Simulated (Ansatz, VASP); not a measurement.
# B: VASP beside Ansatz

```xyz
8
Lattice="3.1621 -2.6390 0.0000 3.1621 2.6390 0.0000 -0.9990 0.0000 3.0889" Properties=species:S:1:pos:R:3 pbc="T T T"
B     0.0946   -0.4772    2.0209
B     3.4718    0.4898    1.5258
B     4.7312   -0.4772    2.6124
B     2.3530    0.4898    0.0187
B     5.2307    0.4772    1.0680
B     1.8535   -0.4898    1.5631
B     0.5941    0.4772    0.4764
B     2.9723   -0.4898    3.0702
```

Change from the starting cell: the structure that the rattled cell fell into.

Alike in both runs: task single point; functional PBE; k mesh 4 × 4 × 6; occupations gaussian, width 0.1 eV; no spin polarisation.

```csv
,VASP,Ansatz
version,VASP 6.6.1,Ansatz 0.2.0
potentials or method,"VASP PAW PBE potentials, release 64 (B), cutoff 520 eV","scalar-relativistic, plane waves, PAW"
valence electrons in the cell,24,24
```

|  | VASP | Ansatz | Ansatz less VASP |
| --- | --- | --- | --- |
| gap on the k mesh at the Fermi level (eV) | none | none | - |
| pressure (GPa) | 0.1 | 0.1 | +0.01 |
| traceless stress, the component that is largest in VASP (GPa) | 0.96 | 0.98 | +0.020 |
| rms of the force components (eV/Å) | 0.043 | 0.041 | -0.0016 |

Atom by atom the forces differ by 0.002 eV/Å (rms over components). A gap of «none» marks a metal or a gap that the smearing closes.

The k mesh is coarse, so the values compare programs but aren't converged.
